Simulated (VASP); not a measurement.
# Pt (I4_1/amd) in VASP: a series of runs

Runs on Pt. Level: PBE. Tasks: single point, relaxation of cell and atoms.

Program: VASP 6.6.1. These are calculated values, not measurements. Logs are shortened: lines on timing, memory, paths and dates and some standing lists are left out, and cuts for length are marked.

**1. The cell of the first run**

It takes space group I4_1/amd (No. 141, tetragonal). The conventional cell has a = 4.812 Å, b = 4.812 Å, c = 2.584 Å, α = 90.00°, β = 90.00°, γ = 90.00°. Pt (site symmetry -4m2) has 10 Pt at 2.49 to 3.09 Å within 3.3 Å.

**2. Single point, PBE**

Contents of INCAR:

```
PREC = Accurate
ENCUT = 520
EDIFF = 1E-7
ISMEAR = -1
SIGMA = 0.1
LREAL = False
LASPH = True
NELM = 60
ALGO = Normal
ISIF = 2
LWAVE = False
LCHARG = False
GGA = PE
NBANDS = 17
```

Contents of KPOINTS:

```
Automatic mesh
0
Gamma
  17 17 17
```

Contents of POSCAR:

```
Pt
1.0
   -2.4061731932      2.4061731932      1.2918570179
    2.4061731932     -2.4061731932      1.2918570179
    2.4061731932      2.4061731932     -1.2918570179
Pt
2
Direct
   -0.3750000000     -0.1250000000     -0.2500000000
    0.3750000000      0.1250000000      0.2500000000
```

Potentials or basis: VASP PAW PBE potentials, release 64 (Pt).

Run with:

```console
> cat potpaw_PBE.64/Pt/POTCAR > POTCAR
> mpirun -np 1 vasp_std > vasp.out
```

OUTCAR:

```text
PREC = Accurate
   ENCUT = 520
   EDIFF = 1E-7
   ISMEAR = -1
   LREAL = False
   LASPH = True
   NELM = 60
   ISIF = 2
   GGA = PE

 ion  position               nearest neighbor table
   1  0.625  0.875  0.750-   2 2.49   2 2.49   2 2.49   2 2.49   2 3.09   2 3.09   2 3.09   2 3.09

   2  0.375  0.125  0.250-   1 2.49   1 2.49   1 2.49   1 2.49   1 3.09   1 3.09   1 3.09   1 3.09

  LATTYP: Found a body centered tetragonal cell.
 ALAT       =     4.8123463864
 C/A-ratio  =     0.5368927813

  Lattice vectors:

 A1 = (  -2.4061731932,   2.4061731932,   1.2918570179)
 A2 = (   2.4061731932,  -2.4061731932,   1.2918570179)
 A3 = (   2.4061731932,   2.4061731932,  -1.2918570179)

Analysis of symmetry for initial positions (statically):
=====================================================================
 Subroutine PRICEL returns:
 Original cell was already a primitive cell.

 Routine SETGRP: Setting up the symmetry group for a
 body centered tetragonal supercell.

 Subroutine GETGRP returns: Found 16 space group operations
 (whereof  4 operations were pure point group operations)
 out of a pool of 16 trial point group operations.

The static configuration has the point symmetry C_2h.
 The point group associated with its full space group is D_4h.

Analysis of symmetry for dynamics (positions and initial velocities):
=====================================================================
 Subroutine PRICEL returns:
 Original cell was already a primitive cell.

 Routine SETGRP: Setting up the symmetry group for a
 body centered tetragonal supercell.

 Subroutine GETGRP returns: Found 16 space group operations
 (whereof  4 operations were pure point group operations)
 out of a pool of 16 trial point group operations.

The dynamic configuration has the point symmetry C_2h.
 The point group associated with its full space group is D_4h.

 Subroutine INISYM returns: Found 16 space group operations
 (whereof  4 operations are pure point group operations),
 and found     1 'primitive' translations

----------------------------------------------------------------------------------------

                                     Primitive cell

  volume of cell :      29.9177

  direct lattice vectors                    reciprocal lattice vectors
    -2.406173193  2.406173193  1.291857018     0.000000000  0.207798841  0.387039737
     2.406173193 -2.406173193  1.291857018     0.207798841  0.000000000  0.387039737
[... 78 lines left out ...]
   ICHARG =      2    charge: 1-file 2-atom 10-const
   ISPIN  =      1    spin polarized calculation?
   LNONCOLLINEAR =      F non collinear calculations
   LSORBIT =      F    spin-orbit coupling
   LASPH  =      T    aspherical Exc in radial PAW
   ENCUT  =  520.0 eV  38.22 Ry    6.18 a.u.   6.77  6.77  6.77*2*pi/ulx,y,z
   NELM   =     60;   NELMIN=  2; NELMDL= -5     # of ELM steps
   EDIFF  = 0.1E-06   stopping-criterion for ELM
   LREAL  =      F    real-space projection
   EDIFFG = 0.1E-05   stopping-criterion for IOM
   NSW    =      0    number of steps for IOM
   IBRION =     -1    ionic relax: 0-MD 1-quasi-New 2-CG
   NFREE  =      0    steps in history (QN), initial steepest desc. (CG)
   ISIF   =      2    stress and relaxation
   ISYM   =      2    0-nonsym 1-usesym 2-fastsym
   POTIM  = 0.5000    time-step for ionic-motion
   TEBEG  =    0.0;   TEEND  =   0.0 temperature during run
   PSTRESS=    0.0 pullay stress
   NELECT =      20.0000    total number of electrons
   NUPDOWN=      -1.0000    fix difference up-down
   EMIN   =  10.00;   EMAX   =-10.00  energy-range for DOS
   EFERMI =   0.00;   METHOD = LEGACY
   ISMEAR =    -1;   SIGMA  =   0.10  broadening in eV -4-tet -1-fermi 0-gaus
   EFERMI_NEDOS =   21; number of points for ismear=-14 and -15
   IALGO  =     38    algorithm
   IMIX   =      4    mixing-type and parameters
     AMIX     =   0.40;   BMIX     =  1.00
     AMIX_MAG =   1.60;   BMIX_MAG =  1.00
  volume/ion in A,a.u.               =      14.96       100.95
  Fermi-wavevector in a.u.,A,eV,Ry     =   1.431448  2.705044 27.878908  2.049042
  Thomas-Fermi vector in A             =   2.551183
   LORBIT       =      0    0 simple, 1 ext, 2 COOP (PROOUT), +10 PAW based schemes
   GGA     = PE    functional components
   LHFCALC =     F    Hartree Fock is set to
   AEXX    =    0.0000 exact exchange contribution
   IVDW    =     0    specifies the selected vdW correction
   LEPSILON=     F    determine dielectric tensor
   LRPA    =     F    only Hartree local field effects (RPA)
 non-spin polarized calculation
  energy-cutoff  :      520.00
  volume of cell :       29.92
 maximum number of plane-waves:       818
   NGX = 13   NGY = 13   NGZ = 13

 number of electron      19.9999996 magnetization

 Free energy of the ion-electron system (eV)
  ---------------------------------------------------
  ext. energy  EPLUGINS =         0.00000000
  ---------------------------------------------------
  free energy    TOTEN  =       -11.17288642 eV

  energy without entropy =      -11.11459241  energy(sigma->0) =      -11.14373942

 E-fermi :  11.4913     XC(G=0): -13.4482

 val. band max:       11.4911264624   @ k =  -0.4706   0.1765   0.0000
 cond. band min:      11.4920065867   @ k =  -0.0588   0.1765   0.0588
 fundamental gap:      0.0008801243
 Fermi energy:        11.4912761727

 k-point     1 :       0.0000    0.0000    0.0000
  band No.  band energies     occupation
      1       1.2045      2.00000
      2       4.1042      2.00000
      3       4.8451      2.00000
      4       5.3489      2.00000
      5       6.0425      2.00000
      6       9.8710      2.00000
[... 457 lines left out ...]
      4       5.4875      2.00000
      5       6.0969      2.00000
      6       9.3959      2.00000
[... 9 lines left out ...]
     16      27.4844      0.00000
     17      28.0426      0.00000

 [... further k-points ...]
[... 5 lines left out ...]
  --------------------------------------------------------------------------------------
  -------------------------------------------------------------------------------------
  Total        7.4955352      7.4955352      7.5155747     -0.0000000     -0.0000000      0.0000000
  in kB      401.4070760    401.4070760    402.4802480     -0.0000000     -0.0000000      0.0000000
  external PRESSURE =     401.7648000 kB  Pullay stress =       0.0000000 kB

 VOLUME and BASIS-vectors are now :
 -----------------------------------------------------------------------------
  energy-cutoff  :      520.00
  volume of cell :       29.92
      direct lattice vectors                 reciprocal lattice vectors
    -2.406173193  2.406173193  1.291857018     0.000000000  0.207798841  0.387039737
     2.406173193 -2.406173193  1.291857018     0.207798841  0.000000000  0.387039737
     2.406173193  2.406173193 -1.291857018     0.207798841  0.207798841  0.000000000

 POSITION                                       TOTAL-FORCE (eV/Angst)
 -----------------------------------------------------------------------------------
      2.40617      1.20309      0.96889         0.000000      0.000000     -0.000000
      0.00000      1.20309      0.32296        -0.000000     -0.000000      0.000000
 -----------------------------------------------------------------------------------
    total drift:                                0.000000      0.000000     -0.000000

  FREE ENERGIE OF THE ION-ELECTRON SYSTEM (eV)
  ---------------------------------------------------
  free  energy   TOTEN  =       -11.1728864234 eV

  energy  without entropy=      -11.1145924118  energy(sigma->0) =      -11.14373942
```

stdout:

```text
POSCAR found type information on POSCAR Pt
 POSCAR found :  1 types and       2 ions
 scaLAPACK will be used
 LDA part: xc-table for (Slater+PW92), standard interpolation
 POSCAR, INCAR and KPOINTS ok, starting setup
 FFT: planning ... GRIDC
 FFT: planning ... GRID_SOFT
 FFT: planning ... GRID
 WAVECAR not read
 entering main loop
```

Run time: 5.7 min. Hardware: 1 thread of AMD EPYC 7R13, shared host; peak memory 0.27 GiB.

What came out:

```yaml
Free_energy: -11.1729 eV
Pressure: 40.2 GPa
Band_gap_on_the_k_mesh: zero (band 10 reaches 12.49 eV, above the bottom of band 11 at 10.27 eV)
```

Stress tensor (GPa, compression positive):
```
40.14  0.00  0.00
 0.00 40.14  0.00
 0.00  0.00 40.25
```

Caveat: spin-orbit coupling is left out, which moves the levels of the heavy elements.

**3. Single point, PBE**

Contents of INCAR:

```
SYSTEM = Pt
  PREC = Accurate
  ENCUT = 520
  EDIFF = 1E-6
  ISMEAR = -1
  SIGMA = 0.1
  LREAL = .FALSE.
  LASPH = .TRUE.
  NELM = 100
  ALGO = Normal
  ISIF = 2
  LWAVE = .FALSE.
  LCHARG = .FALSE.
  GGA = PE
  NBANDS = 17
```

Contents of KPOINTS:

```
Automatic mesh
0
G
  17 17 17
  0 0 0
```

Contents of POSCAR:

```
Pt
1.0
   -2.4061245851      2.4061245851      1.2917379369
    2.4061245851     -2.4061245851      1.2917379369
    2.4061245851      2.4061245851     -1.2917379369
Pt
2
Direct
   -0.3750000000     -0.1250000000     -0.2500000000
    0.3750000000      0.1250000000      0.2500000000
```

Potentials or basis: VASP PAW PBE potentials, release 64 (Pt).

Run with:

```console
> cat potpaw_PBE.64/Pt/POTCAR > POTCAR
> mpirun -np 1 vasp_std > vasp.out
```

It took 5.3 min on 1 thread of AMD EPYC 7R13, shared host; peak memory 0.27 GiB.

The run converged. Its results:

```
Free energy            : -11.1719 eV
Pressure               : 40.2 GPa
Band gap on the k mesh : zero (band 10 reaches 12.50 eV, above the bottom of band 11 at 10.27 eV)
```

Stress tensor (GPa, compression positive):
```
40.17  0.00  0.00
 0.00 40.17  0.00
 0.00  0.00 40.34
```

Levels at points of the mesh, in eV from the Fermi level:
| k point | band 6 | band 7 | band 8 | band 9 | band 10 | band 11 | band 12 | band 13 | band 14 | band 15 |
| --- | --- | --- | --- | --- | --- | --- | --- | --- | --- | --- |
| (0.00, 0.00, 0.00) | -1.62 | -1.62 | -1.56 | -1.56 | 0.44 | 1.77 | 5.05 | 5.05 | 12.59 | 15.94 |

Caveat: spin-orbit coupling is left out, which moves the levels of the heavy elements.

**4. Relaxation of cell and atoms, PBE, target pressure 41 GPa, at which the enthalpy is minimised**

This run uses another cell than the first one, of 14.21 Å³/atom, 0.950 times its volume.

Contents of INCAR:

```
SYSTEM = Pt
PREC = Accurate
ENCUT = 600
EDIFF = 1E-6
ISMEAR = -1
SIGMA = 0.1
LREAL = .FALSE.
LASPH = .TRUE.
NELM = 100
ALGO = Normal
ISIF = 3
LWAVE = .FALSE.
LCHARG = .FALSE.
GGA = PE
IBRION = 2
NSW = 60
EDIFFG = -0.005
PSTRESS = 410.0
```

Contents of KPOINTS:

```
regular mesh
0
G
  17 17 17
  0 0 0
```

Contents of POSCAR:

```
Pt
1.0
   -2.3461301285      2.3461301285      1.2903715707
    2.3461301285     -2.3461301285      1.2903715707
    2.3461301285      2.3461301285     -1.2903715707
Pt
2
Direct
   -0.3750000000     -0.1250000000     -0.2500000000
    0.3750000000      0.1250000000      0.2500000000
```

Run with:

```console
> cat potpaw_PBE.64/Pt/POTCAR > POTCAR
> mpirun -np 1 vasp_std > vasp.out
```

Wall time 25 min (1 thread of AMD EPYC 7R13, shared host); peak memory 0.29 GiB.

It converged, with:

- Free energy: -11.1583 eV
- Relaxed volume: 14.93 Å³/atom
- Relaxed cell: a = 3.637 Å, b = 3.637 Å, c = 3.637 Å, α = 97.24°, β = 97.24°, γ = 138.42°
- Space group after relaxing (to 0.05 Å): I4_1/amd (No. 141)
- Energy change on relaxing (the enthalpy is what falls): -247.7 meV/atom
- Ionic steps: 15
- Pressure after relaxing: 41.0 GPa
- Band gap on the k mesh: zero (band 10 reaches 12.53 eV, above the bottom of band 11 at 10.30 eV)

Step by step:
```tsv
step	energy change (eV)	largest force (eV/Å)	pressure (GPa)	volume (Å³)
1	0.0000	0.0000	64.17	28.41
2	-0.7670	0.0000	-14.35	37.66
3	-0.5651	0.0000	37.06	30.16
4	-0.5170	0.0000	39.68	29.97
5	-0.5089	0.0000	40.09	29.93
6	-0.4438	0.0000	43.39	29.70
7	-0.4898	0.0000	41.28	29.84
8	-0.4893	0.0000	41.32	29.84
9	-0.5119	0.0000	40.08	29.93
10	-0.4947	0.0000	41.03	29.86
11	-0.4950	0.0000	41.02	29.86
12	-0.4952	0.0000	41.00	29.86
13	-0.4957	0.0000	40.97	29.86
14	-0.4955	0.0000	40.96	29.86
15	-0.4953	0.0000	40.98	29.86
```

Final structure:
```
Pt
1.0
    -2.40460    2.40460    1.29119
     2.40460   -2.40460    1.29119
     2.40460    2.40460   -1.29119
Pt
2
Cartesian
  2.4046 1.2023 0.9684
  0.0000 1.2023 0.3228
```

Levels at points of the mesh, in eV from the Fermi level:
```csv
k point,band 6,band 7,band 8,band 9,band 10,band 11,band 12,band 13,band 14
"(0.00, 0.00, 0.00)",-1.63,-1.63,-1.56,-1.56,0.44,1.77,5.05,5.05,12.62
```

Caveat: the cell is relaxed towards a set pressure, so the enthalpy falls and the energy may rise; spin-orbit coupling is left out, which moves the levels of the heavy elements.
